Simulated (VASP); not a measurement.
# CoBi (rocksalt type) in VASP: settings compared, part 2 of 2

VASP 6.6.1. The steps go on from the part before.

## Step 3: Single point, PBE, collinear spin, ferromagnetic start

INCAR

```
SYSTEM = CoBi
  ALGO = Normal
  EDIFF = 1E-6
  ENCUT = 600
  GGA = PE
  GGA_COMPAT = .False.
  ISIF = 2
  ISMEAR = -1
  ISPIN = 2
  LASPH = .True.
  LCHARG = .True.
  LELF = .True.
  LMAXMIX = 4
  LORBIT = 11
  LREAL = .False.
  LVHAR = .True.
  LWAVE = .False.
  MAGMOM = 2 0
  NBANDS = 23
  NELM = 200
  PREC = Accurate
  SIGMA = 0.05
```

KPOINTS

```
k-points
0
Gamma
  13 13 13
  0 0 0
```

POSCAR

```
CoBi
1.0
    0.0000000000      2.7003338955      2.7003338955
    2.7003338955      0.0000000000      2.7003338955
    2.7003338955      2.7003338955      0.0000000000
Co Bi
1 1
Direct
    0.0000000000      0.0000000000      0.0000000000
    0.5000000000      0.5000000000      0.5000000000
```

Potentials or basis: VASP PAW PBE potentials, release 64 (Co, Bi_d).

Run with:

```bash
$ cat potpaw_PBE.64/Co/POTCAR potpaw_PBE.64/Bi_d/POTCAR > POTCAR
$ mpirun -np 1 vasp_std > vasp.out
```

Run time: 84 s. Hardware: 1 thread of Intel Xeon Platinum 8488C (Sapphire Rapids), shared host; peak memory 0.3 GiB.

The run converged. Its results:

```
Free energy                                           : -9.8478 eV
Pressure                                              : -0.1 GPa
Net moment                                            : 0.54 μB per cell
Site moments                                          : Co +0.59; Bi -0.03 μB
Valence electrons inside the program's atomic spheres : Co 8.16; Bi 12.89
```

Levels at points of the mesh, in eV from the Fermi level:
Spin up:
| k point | band 9 | band 10 | band 11 | band 12 | band 13 | band 14 | band 15 | band 16 |
| --- | --- | --- | --- | --- | --- | --- | --- | --- |
| (0.00, 0.00, 0.00) | -1.22 | -1.22 | -1.22 | 2.52 | 2.52 | 2.52 | 5.42 | 8.31 |
Spin down:
```
           k point  band 10  band 11  band 12  band 13  band 14  band 15
(0.00, 0.00, 0.00)    -0.52    -0.52     2.51     2.51     2.51     5.49
```

Caveat: spin-orbit coupling is left out, which moves the levels of the heavy elements.

## Step 4: Single point, PBE, collinear spin, ferromagnetic start

INCAR

```
  PREC = Accurate
  ENCUT = 600
  EDIFF = 1E-6
  ISMEAR = -1
  SIGMA = 0.05
  LREAL = F
  LASPH = T
  NELM = 200
  ALGO = Normal
  ISIF = 2
  LWAVE = F
  LCHARG = F
  ISPIN = 2
  MAGMOM = 2 0
  LORBIT = 11
  LMAXMIX = 4
  GGA = PE
  NBANDS = 23
  GGA_COMPAT = F
```

KPOINTS

```
regular mesh
0
Gamma
  13 13 13
```

POSCAR is that of step 3.

Run with:

```bash
$ cat potpaw_PBE.64/Co/POTCAR potpaw_PBE.64/Bi_d/POTCAR > POTCAR
$ mpirun -np 1 vasp_std > vasp.out
```

Wall time 78 s (1 thread of Intel Xeon Platinum 8488C (Sapphire Rapids), shared host); peak memory 0.3 GiB.

Results (log left out):

* Free energy: -9.8478 eV
* Pressure: -0.1 GPa
* Net moment: 0.54 μB per cell
* Site moments: Co +0.59; Bi -0.03 μB
* Valence electrons inside the program's atomic spheres: Co 8.16; Bi 12.89

Levels at points of the mesh, in eV from the Fermi level:
Spin up:
| k point | band 8 | band 9 | band 10 | band 11 | band 12 | band 13 | band 14 | band 15 | band 16 | band 17 |
| --- | --- | --- | --- | --- | --- | --- | --- | --- | --- | --- |
| (0.00, 0.00, 0.00) | -1.28 | -1.22 | -1.22 | -1.22 | 2.52 | 2.52 | 2.52 | 5.42 | 8.31 | 10.09 |
Spin down:
| k point | band 9 | band 10 | band 11 | band 12 | band 13 | band 14 | band 15 | band 16 |
| --- | --- | --- | --- | --- | --- | --- | --- | --- |
| (0.00, 0.00, 0.00) | -0.86 | -0.52 | -0.52 | 2.51 | 2.51 | 2.51 | 5.49 | 8.25 |

Caveat: spin-orbit coupling is left out, which moves the levels of the heavy elements.

## Step 5: Relaxation of cell and atoms, PBE, collinear spin, ferromagnetic start

This run uses another cell than the first one, of 19.08 Å³/atom.

INCAR

```
SYSTEM = CoBi
PREC = Accurate
ENCUT = 600
EDIFF = 1E-7
ISMEAR = -1
SIGMA = 0.05
LREAL = .FALSE.
LASPH = .TRUE.
NELM = 200
ALGO = Normal
ISIF = 3
LWAVE = .FALSE.
LCHARG = .FALSE.
ISPIN = 2
MAGMOM = 2 0
LORBIT = 11
LMAXMIX = 4
GGA = PE
IBRION = 2
NSW = 100
EDIFFG = -0.005
GGA_COMPAT = .FALSE.
NELMIN = 4
```

KPOINTS

```
regular mesh
0
G
  13 13 13
  0 0 0
```

POSCAR

```
CoBi
1.0
    0.0000000000      2.6721828043      2.6721828043
    2.6721828043      0.0000000000      2.6721828043
    2.6721828043      2.6721828043      0.0000000000
Co Bi
1 1
Direct
    0.0000000000      0.0000000000      0.0000000000
    0.5000000000      0.5000000000      0.5000000000
```

Run with:

```bash
$ cat potpaw_PBE.64/Co/POTCAR potpaw_PBE.64/Bi_d/POTCAR > POTCAR
$ mpirun -np 1 vasp_std > vasp.out
```

Wall time 3.4 min (1 thread of Intel Xeon Platinum 8488C (Sapphire Rapids), shared host); peak memory 0.27 GiB.

It converged, with:

```yaml
Free_energy: -9.8474 eV
Relaxed_volume: 19.68 Å³/atom
Relaxed_cell: a = 3.818 Å, b = 3.818 Å, c = 3.818 Å, α = 60.00°, β = 60.00°, γ = 60.00°
Space_group_after_relaxing_to_0.1_Å: Fm-3m (No. 225)
Energy_gained_by_relaxing: 5.2 meV/atom
Ionic_steps: 3
Pressure_after_relaxing: 0.0 GPa
Net_moment: 0.54 μB per cell
Site_moments: Co +0.59; Bi -0.03 μB
Valence_electrons_inside_the_program's_atomic_spheres: Co 8.17; Bi 12.89
```

Step by step:
```
step  energy change (eV)  largest force (eV/Å)  pressure (GPa)  volume (Å³)
   1              0.0000                0.0000            2.87        38.16
   2             -0.0069                0.0000           -1.47        40.08
   3             -0.0104                0.0000            0.01        39.36
```

Final structure:
```yaml
crystal:
  lattice:
    - [0.00000, 2.69976, 2.69976]
    - [2.69976, 0.00000, 2.69976]
    - [2.69976, 2.69976, 0.00000]
  atoms:
    - { symbol: Co, position: [0.00000, 0.00000, 0.00000] }
    - { symbol: Bi, position: [0.50000, 0.50000, 0.50000] }
```

Levels at points of the mesh, in eV from the Fermi level:
Spin up:
```tsv
k point	band 10	band 11	band 12	band 13	band 14	band 15
(0.00, 0.00, 0.00)	-1.22	-1.22	2.52	2.52	2.52	5.42
```
Spin down:
```tsv
k point	band 8	band 9	band 10	band 11	band 12	band 13	band 14	band 15	band 16	band 17
(0.00, 0.00, 0.00)	-0.86	-0.86	-0.52	-0.52	2.52	2.52	2.52	5.50	8.25	10.13
```

Caveat: spin-orbit coupling is left out, which moves the levels of the heavy elements.

## Step 6: Single point, LDA, collinear spin, ferromagnetic start

This run uses another cell than the first one, of 20.18 Å³/atom.

INCAR

```
SYSTEM = CoBi
  PREC = Accurate
  ENCUT = 520
  EDIFF = 1E-6
  ISMEAR = -1
  SIGMA = 0.05
  LREAL = .False.
  LASPH = .True.
  NELM = 150
  ALGO = Normal
  ISIF = 2
  LWAVE = .False.
  LCHARG = .False.
  ISPIN = 2
  MAGMOM = 2 0
  LORBIT = 11
  LMAXMIX = 4
  NBANDS = 23
```

KPOINTS

```
Automatic mesh
0
Gamma
  13 13 13
  0 0 0
```

POSCAR

```
CoBi
1.0
    0.0000000000      2.7226517207      2.7226517207
    2.7226517207      0.0000000000      2.7226517207
    2.7226517207      2.7226517207      0.0000000000
Co Bi
1 1
Direct
    0.0000000000      0.0000000000      0.0000000000
    0.5000000000      0.5000000000      0.5000000000
```

Potentials or basis: VASP PAW LDA potentials, release 64 (Co, Bi_d).

Run with:

```bash
$ cat potpaw_LDA.64/Co/POTCAR potpaw_LDA.64/Bi_d/POTCAR > POTCAR
$ mpirun -np 1 vasp_std > vasp.out
```

Wall time 99 s (1 thread of AMD EPYC 9R45 (Zen 5), shared host); peak memory 0.21 GiB.

The run converged. Its results:

- Free energy: -11.6153 eV
- Pressure: -10.2 GPa
- Net moment: 0.32 μB per cell
- Site moments: Co +0.32; Bi -0.01 μB
- Valence electrons inside the program's atomic spheres: Co 8.15; Bi 12.87

Levels at points of the mesh, in eV from the Fermi level:
Spin up:
```
           k point  band 8  band 9  band 10  band 11  band 12  band 13  band 14  band 15  band 16  band 17
(0.00, 0.00, 0.00)   -1.04   -1.04    -1.03    -1.03     2.42     2.42     2.42     5.15     8.41    10.08
```
Spin down:
```csv
k point,band 8,band 9,band 10,band 11,band 12,band 13,band 14,band 15,band 16,band 17
"(0.00, 0.00, 0.00)",-0.81,-0.81,-0.73,-0.73,2.43,2.43,2.43,5.19,8.40,10.13
```

Caveat: the cell stands under tension; spin-orbit coupling is left out, which moves the levels of the heavy elements.

## Step 7: The runs side by side

| task | level | potentials or basis | cell | cutoff (eV) | gap on the mesh (eV) | pressure (GPa) | moment (μB) |
| --- | --- | --- | --- | --- | --- | --- | --- |
| single point | PBE | VASP PAW PBE potentials, release 64 (Co, Bi_d) | a = 3.809, b = 3.809, c = 3.838 Å, angles 59.8, 59.8, 60.5°, 2 atoms | 600 | none | 0.0 | 0.54 |
| single point | PBE | VASP PAW PBE potentials, release 64 (Co, Bi_d) | a = 3.819 Å, angles 60.0°, 2 atoms | 600 | none | -0.1 | 0.54 |
| relaxation of cell and atoms | PBE | VASP PAW PBE potentials, release 64 (Co, Bi_d) | relaxed from a = 3.779 Å, angles 60.0°, 2 atoms | 600 | none | 0.0 | 0.54 |
| single point | LDA | VASP PAW LDA potentials, release 64 (Co, Bi_d) | a = 3.850 Å, angles 60.0°, 2 atoms | 520 | none | -10.2 | 0.32 |

Alike in all rows: spin collinear, ferromagnetic start; k mesh 13 × 13 × 13; smearing fermi-dirac 0.05 eV.

Caveats: spin-orbit coupling is left out, which moves the levels of the heavy elements; the cell stands under tension (at least some runs).

Total energies depend on the potentials used, so only differences within one code and one set of settings carry meaning.
